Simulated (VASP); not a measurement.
# GaN (I-4m2) in VASP: a series of runs, part 2 of 2

VASP 6.6.1.

## 4. Single point, LDA (in-plane strain -0.005)

INCAR

```
SYSTEM = GaN
PREC = Accurate ; ENCUT = 520
EDIFF = 1E-6 ; ISMEAR = 0
SIGMA = 0.01 ; LREAL = .FALSE.
LASPH = .TRUE. ; NELM = 80
ALGO = Normal ; ISIF = 2
LWAVE = .FALSE. ; LCHARG = .TRUE.
GGA = CA ; LELF = .TRUE.
LVHAR = .TRUE. ; NBANDS = 16
```

KPOINTS

```
Automatic mesh
0
G
  10 10 10
  0 0 0
```

POSCAR

```
GaN
1.0
    2.2165659767      2.2165659767      0.0000000000
   -2.2165659767      2.2165659767      0.0000000000
    0.0000000000      2.2165659767      2.2343876126
Ga N
1 1
Direct
    0.0000000000      0.0000000000      0.0000000000
    0.2500000000      0.7500000000      0.5000000000
```

Potentials or basis: VASP PAW LDA potentials, release 64 (Ga_d, N).

Started as:

```sh
$ cat potpaw_LDA.64/Ga_d/POTCAR potpaw_LDA.64/N/POTCAR > POTCAR
$ mpirun -np 1 vasp_std > vasp.out
```

OUTCAR:

```text
SYSTEM = GaN
   PREC = Accurate
   ENCUT = 520
   EDIFF = 1E-6
   ISMEAR = 0
   LREAL = .FALSE.
   LASPH = .TRUE.
   NELM = 80
   ISIF = 2
   GGA = CA

 ion  position               nearest neighbor table
   1  0.000  0.000  0.000-   2 1.92   2 1.92   2 1.92   2 1.92
   2  0.250  0.750  0.500-   1 1.92   1 1.92   1 1.92   1 1.92

  LATTYP: Found a body centered tetragonal cell.
 ALAT       =     3.1346976661
 C/A-ratio  =     1.4255841236

  Lattice vectors:

 A1 = (   2.2165659767,   0.0000000000,  -2.2343876126)
 A2 = (  -2.2165659767,   0.0000000000,  -2.2343876126)
 A3 = (   0.0000000000,   2.2165659767,   2.2343876126)

Analysis of symmetry for initial positions (statically):
=====================================================================
 Subroutine PRICEL returns:
 Original cell was already a primitive cell.

 Routine SETGRP: Setting up the symmetry group for a
 body centered tetragonal supercell.

 Subroutine GETGRP returns: Found  8 space group operations
 (whereof  8 operations were pure point group operations)
 out of a pool of 16 trial point group operations.

The static configuration has the point symmetry D_2d.

Analysis of symmetry for dynamics (positions and initial velocities):
=====================================================================
 Subroutine PRICEL returns:
 Original cell was already a primitive cell.

 Routine SETGRP: Setting up the symmetry group for a
 body centered tetragonal supercell.

 Subroutine GETGRP returns: Found  8 space group operations
 (whereof  8 operations were pure point group operations)
 out of a pool of 16 trial point group operations.

The dynamic configuration has the point symmetry D_2d.

 Subroutine INISYM returns: Found  8 space group operations
 (whereof  8 operations are pure point group operations),
 and found     1 'primitive' translations

----------------------------------------------------------------------------------------

                                     Primitive cell

  volume of cell :      21.9558

  direct lattice vectors                    reciprocal lattice vectors
     2.216565977  2.216565977  0.000000000     0.225574156  0.225574156 -0.223774961
    -2.216565977  2.216565977  0.000000000    -0.225574156  0.225574156 -0.223774961
     0.000000000  2.216565977  2.234387613     0.000000000  0.000000000  0.447549921

  length of vectors
     3.134697666  3.134697666  3.147324694     0.389669903  0.389669903  0.447549921

  position of ions in fractional coordinates (direct lattice)
     0.000000000  0.000000000  0.000000000
     0.250000000  0.750000000  0.500000000

  ion indices of the primitive-cell ions
   primitive index   ion index
                 1           1
                 2           2

----------------------------------------------------------------------------------------

 KPOINTS: Automatic mesh

Automatic generation of k-mesh.
 Grid dimensions read from file:
 generate k-points for:   10   10   10

 Generating k-lattice:

  Cartesian coordinates                     Fractional coordinates (reciprocal lattice)
     0.022557416  0.022557416 -0.022377496     0.100000000  0.000000000  0.000000000
    -0.022557416  0.022557416 -0.022377496     0.000000000  0.100000000  0.000000000
     0.000000000  0.000000000  0.044754992     0.000000000  0.000000000  0.100000000

  Length of vectors
     0.038966990  0.038966990  0.044754992

  Shift w.r.t. Gamma in fractional coordinates (k-lattice)
     0.000000000  0.000000000  0.000000000

 Subroutine IBZKPT returns following result:
 ===========================================

 Found    102 irreducible k-points:

 Following reciprocal coordinates:
            Coordinates               Weight
  0.000000  0.000000  0.000000      1.000000
  0.100000  0.000000 -0.000000      8.000000
  0.200000  0.000000 -0.000000      8.000000
  0.300000  0.000000 -0.000000      8.000000
  0.400000  0.000000 -0.000000      8.000000
  0.500000  0.000000 -0.000000      4.000000
[... 16 lines left out ...]
  0.300000  0.300000 -0.000000      8.000000
  0.400000  0.300000 -0.000000     16.000000
 [... further k-points ...]
   k-points           NKPTS =    102   k-points in BZ     NKDIM =    102   number of bands    NBANDS=     16
   number of dos      NEDOS =    301   number of ions     NIONS =      2
   total plane-waves  NPLWV =  13824
   dimension x,y,z NGX =    24 NGY =   24 NGZ =   24
   dimension x,y,z NGXF=    48 NGYF=   48 NGZF=   48
   ions per type =               1   1
   NGX,Y,Z   is equivalent  to a cutoff of  12.73, 12.73, 12.68 a.u.
   NGXF,Y,Z  is equivalent  to a cutoff of  25.46, 25.46, 25.35 a.u.
 SYSTEM =  GaN
   PREC   = accura    normal or accurate (medium, high low for compatibility)
   ISTART =      0    job   : 0-new  1-cont  2-samecut
   ICHARG =      2    charge: 1-file 2-atom 10-const
   ISPIN  =      1    spin polarized calculation?
   LNONCOLLINEAR =      F non collinear calculations
   LSORBIT =      F    spin-orbit coupling
   LASPH  =      T    aspherical Exc in radial PAW
   ENCUT  =  520.0 eV  38.22 Ry    6.18 a.u.   5.83  5.83  5.85*2*pi/ulx,y,z
   NELM   =     80;   NELMIN=  2; NELMDL= -5     # of ELM steps
   EDIFF  = 0.1E-05   stopping-criterion for ELM
   LREAL  =      F    real-space projection
   EDIFFG = 0.1E-04   stopping-criterion for IOM
   NSW    =      0    number of steps for IOM
   IBRION =     -1    ionic relax: 0-MD 1-quasi-New 2-CG
   NFREE  =      0    steps in history (QN), initial steepest desc. (CG)
   ISIF   =      2    stress and relaxation
   ISYM   =      2    0-nonsym 1-usesym 2-fastsym
   POTIM  = 0.5000    time-step for ionic-motion
   TEBEG  =    0.0;   TEEND  =   0.0 temperature during run
   PSTRESS=    0.0 pullay stress
   NELECT =      18.0000    total number of electrons
   NUPDOWN=      -1.0000    fix difference up-down
   EMIN   =  10.00;   EMAX   =-10.00  energy-range for DOS
   EFERMI =   0.00;   METHOD = LEGACY
   ISMEAR =     0;   SIGMA  =   0.01  broadening in eV -4-tet -1-fermi 0-gaus
   EFERMI_NEDOS =   21; number of points for ismear=-14 and -15
   IALGO  =     38    algorithm
   IMIX   =      4    mixing-type and parameters
     AMIX     =   0.40;   BMIX     =  1.00
     AMIX_MAG =   1.60;   BMIX_MAG =  1.00
  volume/ion in A,a.u.               =      10.98        74.08
  Fermi-wavevector in a.u.,A,eV,Ry     =   1.532201  2.895440 31.941577  2.347640
  Thomas-Fermi vector in A             =   2.639440
   LORBIT       =      0    0 simple, 1 ext, 2 COOP (PROOUT), +10 PAW based schemes
   GGA     = CA    functional components
   LHFCALC =     F    Hartree Fock is set to
   AEXX    =    0.0000 exact exchange contribution
   IVDW    =     0    specifies the selected vdW correction
   LEPSILON=     F    determine dielectric tensor
   LRPA    =     F    only Hartree local field effects (RPA)
 non-spin polarized calculation
 Gauss-broadening in eV      SIGMA  =   0.01
  energy-cutoff  :      520.00
  volume of cell :       21.96
 maximum number of plane-waves:       608
   NGX = 11   NGY = 11   NGZ = 11

 number of electron      18.0000014 magnetization

 Free energy of the ion-electron system (eV)
  ---------------------------------------------------
  ext. energy  EPLUGINS =         0.00000000
  ---------------------------------------------------
  free energy    TOTEN  =       -13.94153275 eV

  energy without entropy =      -13.94153275  energy(sigma->0) =      -13.94153275

 E-fermi :   5.5895     XC(G=0): -12.3418

 val. band max:        5.5132263585   @ k =   0.0000   0.0000   0.0000
 cond. band min:       7.5176882320   @ k =   0.0000   0.0000   0.0000
 fundamental gap:      2.0044618735
 Fermi energy:         5.5895280496

 k-point     1 :       0.0000    0.0000    0.0000
  band No.  band energies     occupation
      1     -10.6711      2.00000
      2      -8.1054      2.00000
      3      -8.0963      2.00000
      4      -8.0963      2.00000
      5      -7.7379      2.00000
      6      -7.7367      2.00000
[... 8 lines left out ...]
     15      24.3145      0.00000
     16      24.5886      0.00000
[... 419 lines left out ...]
 k-point    24 :       0.4000    0.3000   -0.0000
  band No.  band energies     occupation
      1      -9.5168      2.00000
      2      -7.9770      2.00000
      3      -7.8459      2.00000
      4      -7.8013      2.00000
      5      -7.7001      2.00000
      6      -5.7879      2.00000
[... 8 lines left out ...]
     15      25.5352      0.00000
     16      28.6202      0.00000

 [... further k-points ...]
[... 5 lines left out ...]
  --------------------------------------------------------------------------------------
  -------------------------------------------------------------------------------------
  Total        0.4024169      0.4024169      0.2593272      0.0000000      0.0000000     -0.0000000
  in kB       29.3654713     29.3654713     18.9238219      0.0000000      0.0000000     -0.0000000
  external PRESSURE =      25.8849215 kB  Pullay stress =       0.0000000 kB

 VOLUME and BASIS-vectors are now :
 -----------------------------------------------------------------------------
  energy-cutoff  :      520.00
  volume of cell :       21.96
      direct lattice vectors                 reciprocal lattice vectors
     2.216565977  2.216565977  0.000000000     0.225574156  0.225574156 -0.223774961
    -2.216565977  2.216565977  0.000000000    -0.225574156  0.225574156 -0.223774961
     0.000000000  2.216565977  2.234387613     0.000000000  0.000000000  0.447549921

 POSITION                                       TOTAL-FORCE (eV/Angst)
 -----------------------------------------------------------------------------------
      0.00000      0.00000      0.00000         0.000000     -0.000000      0.000000
     -1.10828      3.32485      1.11719        -0.000000      0.000000      0.000000
 -----------------------------------------------------------------------------------
    total drift:                                0.000002     -0.000000      0.000000

  FREE ENERGIE OF THE ION-ELECTRON SYSTEM (eV)
  ---------------------------------------------------
  free  energy   TOTEN  =       -13.9415327490 eV

  energy  without entropy=      -13.9415327490  energy(sigma->0) =      -13.94153275
```

stdout:

```text
POSCAR found type information on POSCAR GaN
 POSCAR found :  2 types and       2 ions
 scaLAPACK will be used
 LDA part: xc-table for (Slater(with rela. corr.)+CA(PZ))
 , standard interpolation
 POSCAR, INCAR and KPOINTS ok, starting setup
 FFT: planning ... GRIDC
 FFT: planning ... GRID_SOFT
 FFT: planning ... GRID
 WAVECAR not read
 entering main loop
```

Wall time 48 s (1 thread of Intel Xeon 8259CL, shared host); peak memory 0.15 GiB.

What came out:

| Quantity | Value |
| --- | --- |
| Free energy | -13.9415 eV |
| Pressure | 2.6 GPa |
| Band gap on the k mesh | 2.00 eV, direct |

Levels at points of the mesh, in eV from the valence-band top:
```
           k point  band 5  band 6  band 7  band 8  band 9  band 10  band 11  band 12  band 13  band 14
(0.00, 0.00, 0.00)  -13.25  -13.25   -0.04    0.00    0.00     2.00    10.35    10.35    10.37    17.85
(0.50, 0.00, 0.00)  -13.19  -11.87   -7.41   -1.08   -1.01     4.82     8.79    10.35    10.47    15.73
(0.50, 0.50, 0.00)  -13.16  -11.39   -6.36   -2.92   -2.91     3.23     6.67    11.83    14.07    14.27
(0.00, 0.00, 0.50)  -13.17  -11.43   -6.45   -2.85   -2.85     3.28     6.80    11.71    14.21    14.21
```

Caveat: the cell differs from its parent crystal (in-plane strain -0.005).

## 5. Single point, LDA (in-plane strain -0.005, then relaxed in part)

INCAR

```
SYSTEM = GaN
PREC = Accurate
ENCUT = 520
EDIFF = 1E-6
ISMEAR = 0
SIGMA = 0.01
LREAL = .False.
LASPH = .True.
NELM = 100
ALGO = Normal
ISIF = 2
LWAVE = .False.
LCHARG = .True.
LELF = .True.
LVHAR = .True.
NBANDS = 16
```

KPOINTS

```
Automatic mesh
0
Gamma
  10 10 10
  0 0 0
```

Changes to POSCAR since step 4:

```diff
@@ -4,3 +4,3 @@
    -2.2165659767      2.2165659767      0.0000000000
-    0.0000000000      2.2165659767      2.2343876126
+    0.0000000000      2.2165659767      2.2396392127
 Ga N
```

Started as:

```sh
$ cat potpaw_LDA.64/Ga_d/POTCAR potpaw_LDA.64/N/POTCAR > POTCAR
$ mpirun -np 1 vasp_std > vasp.out
```

It took 51 s on 1 thread of Intel Xeon 8259CL, shared host; peak memory 0.15 GiB.

The run converged. Its results:

* Free energy: -13.9421 eV
* Pressure: 2.1 GPa
* Band gap on the k mesh: 1.99 eV, direct

Stress tensor (GPa, compression positive):
```
2.54 0.00 0.00
0.00 2.54 0.00
0.00 0.00 1.18
```

Levels at points of the mesh, in eV from the valence-band top:
```csv
k point,band 7,band 8,band 9,band 10,band 11,band 12
"(0.00, 0.00, 0.00)",-0.05,0.00,0.00,1.99,10.33,10.33
"(0.50, 0.00, 0.00)",-7.40,-1.09,-1.01,4.79,8.78,10.31
"(0.50, 0.50, 0.00)",-6.35,-2.92,-2.92,3.22,6.64,11.82
"(0.00, 0.00, 0.50)",-6.46,-2.84,-2.84,3.29,6.81,11.67
```

Caveat: the cell differs from its parent crystal (in-plane strain -0.005, then relaxed in part).

## 6. Single point, LDA (film at in-plane strain -0.005)

INCAR

```
  PREC = Accurate
  ENCUT = 520
  EDIFF = 1E-7
  ISMEAR = 0
  SIGMA = 0.01
  LREAL = F
  LASPH = T
  NELM = 80
  ALGO = Normal
  ISIF = 2
  LWAVE = F
  LCHARG = F
  GGA = CA
  NBANDS = 16
```

KPOINTS

```
Automatic mesh
0
Gamma
  10 10 10
```

POSCAR is that of step 5.

Potentials or basis: VASP PAW LDA potentials, release 64 (Ga_d, N).

Started as:

```sh
$ cat potpaw_LDA.64/Ga_d/POTCAR potpaw_LDA.64/N/POTCAR > POTCAR
$ mpirun -np 1 vasp_std > vasp.out
```

Wall time 47 s (1 thread of Intel Xeon 8259CL, shared host); peak memory 0.15 GiB.

Results (log left out):

- Free energy: -13.9421 eV
- Pressure: 2.1 GPa
- Band gap on the k mesh: 1.99 eV, direct

Stress tensor (GPa, compression positive):
```
2.53 0.00 0.00
0.00 2.53 0.00
0.00 0.00 1.17
```

Levels at points of the mesh, in eV from the valence-band top:
```tsv
k point	band 7	band 8	band 9	band 10	band 11	band 12
(0.00, 0.00, 0.00)	-0.05	0.00	0.00	1.99	10.33	10.33
(0.50, 0.00, 0.00)	-7.40	-1.09	-1.01	4.79	8.78	10.31
(0.50, 0.50, 0.00)	-6.35	-2.92	-2.92	3.22	6.64	11.82
(0.00, 0.00, 0.50)	-6.46	-2.84	-2.84	3.29	6.81	11.67
```

Caveat: the cell differs from its parent crystal (film at in-plane strain -0.005).

## 7. Summary

```csv
cell,gap on the mesh (eV),pressure (GPa)
"a = 3.119, b = 3.119, c = 3.152 Å, angles 60.3, 60.3, 90.0°, 2 atoms",2.00,3.0
"a = 3.119, b = 3.119, c = 3.144 Å, angles 60.3, 60.3, 90.0°, 2 atoms",2.04,4.1
"a = 3.135, b = 3.135, c = 3.147 Å, angles 60.1, 60.1, 90.0°, 2 atoms",2.00,2.6
"a = 3.135, b = 3.135, c = 3.151 Å, angles 60.2, 60.2, 90.0°, 2 atoms",1.99,2.1
```

Alike in all rows: task single point; level LDA; potentials or basis VASP PAW LDA potentials, release 64 (Ga_d, N); no spin polarisation; k mesh 10 × 10 × 10; cutoff (eV) 520; smearing gaussian 0.01 eV.

Total energies depend on the potentials used, so only differences within one code and one set of settings carry meaning.
